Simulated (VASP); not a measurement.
# TaN (P6_3/mmc) in VASP: single point with PBE

Aim: the single point of TaN with PBE.

Program: VASP 6.6.1. These are calculated values, not measurements. Logs are shortened: lines on timing, memory, paths and dates and some standing lists are left out, and cuts for length are marked.

### 1 The cell of the first run

The structure is hexagonal, space group P6_3/mmc (No. 194). The conventional cell has a = 3.108 Å, b = 3.108 Å, c = 5.014 Å, α = 90.00°, β = 90.00°, γ = 120.00°. Ta (site symmetry -3m) has 6 N at 2.19 Å and 2 Ta at 2.51 Å within 2.9 Å. Within 2.9 Å of N (site symmetry -6m2) lie 6 Ta at 2.19 Å.

### 2 Single point, PBE (volume scaled by 1.06)

The input, INCAR:

```
PREC     = Accurate       # precision mode
ENCUT    = 520            # plane-wave cutoff, eV
EDIFF    = 1E-6           # SCF threshold, eV
ISMEAR   = -1             # smearing method
SIGMA    = 0.01           # smearing width, eV
LREAL    = False          # projectors in reciprocal space
LASPH    = True           # aspherical terms in the spheres
NELM     = 60             # most SCF steps
ALGO     = Normal         # electronic algorithm
ISIF     = 2              # what is computed and relaxed
LWAVE    = False          # write WAVECAR
LCHARG   = True           # write CHGCAR
GGA      = PE             # functional
LELF     = True           # ELF
LVHAR    = True         
NBANDS   = 24             # bands
```

The input, KPOINTS:

```
regular mesh
0
Gamma
  9 9 5
```

The input, POSCAR:

```
TaN
1.0
    3.1077819002      0.0000000000      0.0000000000
   -1.5538909501      2.6914180749      0.0000000000
    0.0000000000      0.0000000000      5.0144558607
Ta N
2 2
Direct
    0.0000000000      0.0000000000      0.0000000000
    0.0000000000      0.0000000000      0.5000000000
    0.3333333333      0.6666666667      0.2500000000
    0.6666666667      0.3333333333      0.7500000000
```

Potentials or basis: VASP PAW PBE potentials, release 64 (Ta_pv, N).

On the command line:

```console
$ cat potpaw_PBE.64/Ta_pv/POTCAR potpaw_PBE.64/N/POTCAR > POTCAR
$ mpirun -np 1 vasp_std > vasp.out
```

OUTCAR:

```text
PREC = Accurate
   ENCUT = 520
   EDIFF = 1E-6
   ISMEAR = -1
   LREAL = False
   LASPH = True
   NELM = 60
   ISIF = 2
   GGA = PE

 ion  position               nearest neighbor table
   1  0.000  0.000  0.000-   3 2.19   4 2.19   3 2.19   4 2.19   4 2.19   3 2.19   2 2.51   2 2.51

   2  0.000  0.000  0.500-   3 2.19   4 2.19   3 2.19   4 2.19   4 2.19   3 2.19   1 2.51   1 2.51

   3  0.333  0.667  0.250-   1 2.19   2 2.19   1 2.19   2 2.19   1 2.19   2 2.19
   4  0.667  0.333  0.750-   1 2.19   2 2.19   1 2.19   2 2.19   1 2.19   2 2.19

  LATTYP: Found a hexagonal cell.
 ALAT       =     3.1077819002
 C/A-ratio  =     1.6135160129

  Lattice vectors:

 A1 = (   3.1077819002,   0.0000000000,   0.0000000000)
 A2 = (  -1.5538909501,   2.6914180749,   0.0000000000)
 A3 = (   0.0000000000,   0.0000000000,   5.0144558607)

Analysis of symmetry for initial positions (statically):
=====================================================================
 Subroutine PRICEL returns:
 Original cell was already a primitive cell.

 Routine SETGRP: Setting up the symmetry group for a
 hexagonal supercell.

 Subroutine GETGRP returns: Found 24 space group operations
 (whereof 12 operations were pure point group operations)
 out of a pool of 24 trial point group operations.

The static configuration has the point symmetry D_3d.
 The point group associated with its full space group is D_6h.

Analysis of symmetry for dynamics (positions and initial velocities):
=====================================================================
 Subroutine PRICEL returns:
 Original cell was already a primitive cell.

 Routine SETGRP: Setting up the symmetry group for a
 hexagonal supercell.

 Subroutine GETGRP returns: Found 24 space group operations
 (whereof 12 operations were pure point group operations)
 out of a pool of 24 trial point group operations.

The dynamic configuration has the point symmetry D_3d.
 The point group associated with its full space group is D_6h.

 Subroutine INISYM returns: Found 24 space group operations
 (whereof 12 operations are pure point group operations),
 and found     1 'primitive' translations

----------------------------------------------------------------------------------------

                                     Primitive cell

  volume of cell :      41.9426

  direct lattice vectors                    reciprocal lattice vectors
     3.107781900  0.000000000  0.000000000     0.321772902  0.185775671  0.000000000
    -1.553890950  2.691418075  0.000000000     0.000000000  0.371551343  0.000000000
     0.000000000  0.000000000  5.014455861     0.000000000  0.000000000  0.199423433

  length of vectors
     3.107781900  3.107781900  5.014455861     0.371551343  0.371551343  0.199423433

  position of ions in fractional coordinates (direct lattice)
     0.000000000  0.000000000  0.000000000
     0.000000000  0.000000000  0.500000000
     0.333333333  0.666666667  0.250000000
     0.666666667  0.333333333  0.750000000

  ion indices of the primitive-cell ions
   primitive index   ion index
                 1           1
                 2           2
                 3           3
                 4           4

----------------------------------------------------------------------------------------

 KPOINTS: regular mesh

Automatic generation of k-mesh.
 Grid dimensions read from file:
 generate k-points for:    9    9    5

 Generating k-lattice:

  Cartesian coordinates                     Fractional coordinates (reciprocal lattice)
     0.035752545  0.020641741  0.000000000     0.111111111 -0.000000000  0.000000000
     0.000000000  0.041283483  0.000000000     0.000000000  0.111111111  0.000000000
     0.000000000  0.000000000  0.039884687     0.000000000  0.000000000  0.200000000

  Length of vectors
     0.041283483  0.041283483  0.039884687

  Shift w.r.t. Gamma in fractional coordinates (k-lattice)
     0.000000000  0.000000000  0.000000000

 Subroutine IBZKPT returns following result:
 ===========================================

 Found     36 irreducible k-points:

 Following reciprocal coordinates:
            Coordinates               Weight
  0.000000  0.000000  0.000000      1.000000
  0.111111  0.000000  0.000000      6.000000
  0.222222 -0.000000  0.000000      6.000000
  0.333333  0.000000  0.000000      6.000000
  0.444444 -0.000000  0.000000      6.000000
  0.111111  0.111111  0.000000      6.000000
[... 16 lines left out ...]
  0.333333  0.222222  0.200000     24.000000
  0.333333  0.333333  0.200000      4.000000
 [... further k-points ...]
   k-points           NKPTS =     36   k-points in BZ     NKDIM =     36   number of bands    NBANDS=     24
   number of dos      NEDOS =    301   number of ions     NIONS =      4
   total plane-waves  NPLWV =  23040
   dimension x,y,z NGX =    24 NGY =   24 NGZ =   40
   dimension x,y,z NGXF=    48 NGYF=   48 NGZF=   80
   ions per type =               2   2
   NGX,Y,Z   is equivalent  to a cutoff of  12.84, 12.84, 13.26 a.u.
   NGXF,Y,Z  is equivalent  to a cutoff of  25.68, 25.68, 26.52 a.u.
 SYSTEM =  unknown system
   PREC   = accura    normal or accurate (medium, high low for compatibility)
   ISTART =      0    job   : 0-new  1-cont  2-samecut
   ICHARG =      2    charge: 1-file 2-atom 10-const
   ISPIN  =      1    spin polarized calculation?
   LNONCOLLINEAR =      F non collinear calculations
   LSORBIT =      F    spin-orbit coupling
   LASPH  =      T    aspherical Exc in radial PAW
   ENCUT  =  520.0 eV  38.22 Ry    6.18 a.u.   5.78  5.78  9.32*2*pi/ulx,y,z
   NELM   =     60;   NELMIN=  2; NELMDL= -5     # of ELM steps
   EDIFF  = 0.1E-05   stopping-criterion for ELM
   LREAL  =      F    real-space projection
   EDIFFG = 0.1E-04   stopping-criterion for IOM
   NSW    =      0    number of steps for IOM
   IBRION =     -1    ionic relax: 0-MD 1-quasi-New 2-CG
   NFREE  =      0    steps in history (QN), initial steepest desc. (CG)
   ISIF   =      2    stress and relaxation
   ISYM   =      2    0-nonsym 1-usesym 2-fastsym
   POTIM  = 0.5000    time-step for ionic-motion
   TEBEG  =    0.0;   TEEND  =   0.0 temperature during run
   PSTRESS=    0.0 pullay stress
   NELECT =      32.0000    total number of electrons
   NUPDOWN=      -1.0000    fix difference up-down
   EMIN   =  10.00;   EMAX   =-10.00  energy-range for DOS
   EFERMI =   0.00;   METHOD = LEGACY
   ISMEAR =    -1;   SIGMA  =   0.01  broadening in eV -4-tet -1-fermi 0-gaus
   EFERMI_NEDOS =   21; number of points for ismear=-14 and -15
   IALGO  =     38    algorithm
   IMIX   =      4    mixing-type and parameters
     AMIX     =   0.40;   BMIX     =  1.00
     AMIX_MAG =   1.60;   BMIX_MAG =  1.00
  volume/ion in A,a.u.               =      10.49        70.76
  Fermi-wavevector in a.u.,A,eV,Ry     =   1.495913  2.826866 30.446512  2.237756
  Thomas-Fermi vector in A             =   2.607997
   LORBIT       =      0    0 simple, 1 ext, 2 COOP (PROOUT), +10 PAW based schemes
   GGA     = PE    functional components
   LHFCALC =     F    Hartree Fock is set to
   AEXX    =    0.0000 exact exchange contribution
   IVDW    =     0    specifies the selected vdW correction
   LEPSILON=     F    determine dielectric tensor
   LRPA    =     F    only Hartree local field effects (RPA)
 non-spin polarized calculation
  energy-cutoff  :      520.00
  volume of cell :       41.94
 maximum number of plane-waves:      1152
 NGX is ok and might be reduce to    24
   NGX = 11   NGY = 11   NGZ = 19

 number of electron      31.9999997 magnetization

 Free energy of the ion-electron system (eV)
  ---------------------------------------------------
  ext. energy  EPLUGINS =         0.00000000
  ---------------------------------------------------
  free energy    TOTEN  =       -41.97660422 eV

  energy without entropy =      -41.97499102  energy(sigma->0) =      -41.97579762

 E-fermi :   9.2378     XC(G=0): -13.4201

 val. band max:        9.2324190814   @ k =   0.2222   0.2222   0.4000
 cond. band min:       9.2500710822   @ k =   0.4444  -0.0000   0.2000
 fundamental gap:      0.0176520008
 Fermi energy:         9.2378487285

 k-point     1 :       0.0000    0.0000    0.0000
  band No.  band energies     occupation
      1     -27.6957      2.00000
      2     -26.1880      2.00000
      3     -26.1880      2.00000
      4     -25.8768      2.00000
      5     -25.8768      2.00000
      6     -25.1130      2.00000
[... 16 lines left out ...]
     23      13.9133      0.00000
     24      15.4540      0.00000

 k-point     2 :       0.1111    0.0000    0.0000
  band No.  band energies     occupation
      1     -27.6744      2.00000
      2     -26.2790      2.00000
      3     -26.2072      2.00000
      4     -25.9471      2.00000
      5     -25.8922      2.00000
      6     -25.1049      2.00000
[... 16 lines left out ...]
     23      14.5878      0.00000
     24      15.3806      0.00000

 k-point     3 :       0.2222   -0.0000    0.0000
  band No.  band energies     occupation
      1     -27.6199      2.00000
      2     -26.5017      2.00000
      3     -26.2555      2.00000
      4     -26.1214      2.00000
      5     -25.9310      2.00000
      6     -25.0841      2.00000
[... 16 lines left out ...]
     23      15.3081      0.00000
     24      15.5174      0.00000

 k-point     4 :       0.3333    0.0000    0.0000
  band No.  band energies     occupation
      1     -27.5573      2.00000
      2     -26.7431      2.00000
      3     -26.3137      2.00000
      4     -26.3096      2.00000
      5     -25.9748      2.00000
      6     -25.0603      2.00000
[... 16 lines left out ...]
     23      15.8698      0.00000
     24      16.0750      0.00000

 k-point     5 :       0.4444   -0.0000    0.0000
  band No.  band energies     occupation
      1     -27.5161      2.00000
      2     -26.8945      2.00000
      3     -26.4360      2.00000
      4     -26.3446      2.00000
      5     -26.0031      2.00000
      6     -25.0448      2.00000
[... 451 lines left out ...]
 k-point    22 :       0.2222    0.2222    0.2000
  band No.  band energies     occupation
      1     -27.3209      2.00000
      2     -26.7138      2.00000
      3     -26.4019      2.00000
      4     -26.3635      2.00000
      5     -26.1085      2.00000
      6     -25.3207      2.00000
[... 16 lines left out ...]
     23      15.1730      0.00000
     24      16.2757      0.00000

 k-point    23 :       0.3333    0.2222    0.2000
  band No.  band energies     occupation
      1     -27.2900      2.00000
      2     -26.7638      2.00000
      3     -26.4961      2.00000
      4     -26.4070      2.00000
      5     -26.1862      2.00000
      6     -25.3062      2.00000
[... 16 lines left out ...]
     23      15.3438      0.00000
     24      16.5818      0.00000

 k-point    24 :       0.3333    0.3333    0.2000
  band No.  band energies     occupation
      1     -27.2790      2.00000
      2     -26.6563      2.00000
      3     -26.6563      2.00000
      4     -26.3186      2.00000
      5     -26.3186      2.00000
      6     -25.3012      2.00000
[... 16 lines left out ...]
     23      16.0707      0.00000
     24      16.0707      0.00000

 [... further k-points ...]
[... 5 lines left out ...]
  --------------------------------------------------------------------------------------
  -------------------------------------------------------------------------------------
  Total        2.3357093      2.3357093     20.9502831     -0.0000000      0.0000000      0.0000000
  in kB       89.2223920     89.2223920    800.2855344     -0.0000000      0.0000000      0.0000000
  external PRESSURE =     326.2434395 kB  Pullay stress =       0.0000000 kB

 VOLUME and BASIS-vectors are now :
 -----------------------------------------------------------------------------
  energy-cutoff  :      520.00
  volume of cell :       41.94
      direct lattice vectors                 reciprocal lattice vectors
     3.107781900  0.000000000  0.000000000     0.321772902  0.185775671  0.000000000
    -1.553890950  2.691418075  0.000000000     0.000000000  0.371551343  0.000000000
     0.000000000  0.000000000  5.014455861     0.000000000  0.000000000  0.199423433

 POSITION                                       TOTAL-FORCE (eV/Angst)
 -----------------------------------------------------------------------------------
      0.00000      0.00000      0.00000        -0.000000      0.000000     -0.000000
      0.00000      0.00000      2.50723        -0.000000      0.000000     -0.000000
     -0.00000      1.79428      1.25361         0.000000     -0.000000     -0.000000
      1.55389      0.89714      3.76084        -0.000000      0.000000      0.000000
 -----------------------------------------------------------------------------------
    total drift:                               -0.000000      0.000000      0.000000

  FREE ENERGIE OF THE ION-ELECTRON SYSTEM (eV)
  ---------------------------------------------------
  free  energy   TOTEN  =       -41.9766042206 eV

  energy  without entropy=      -41.9749910243  energy(sigma->0) =      -41.97579762
```

Wall time 46 s (1 thread of Intel Xeon 8259CL, shared host); peak memory 0.18 GiB.

What came out:

```yaml
Free_energy: -41.9766 eV
Pressure: 32.6 GPa
Band_gap_on_the_k_mesh: zero (band 16 reaches 9.88 eV, above the bottom of band 17 at 7.55 eV)
```

Levels at points of the mesh, in eV from the Fermi level:
| k point | band 14 | band 15 | band 16 | band 17 | band 18 | band 19 |
| --- | --- | --- | --- | --- | --- | --- |
| (0.00, 0.00, 0.00) | -3.49 | -3.48 | -1.69 | -1.69 | -0.57 | -0.57 |

Caveat: spin-orbit coupling is left out, which moves the levels of the heavy elements.
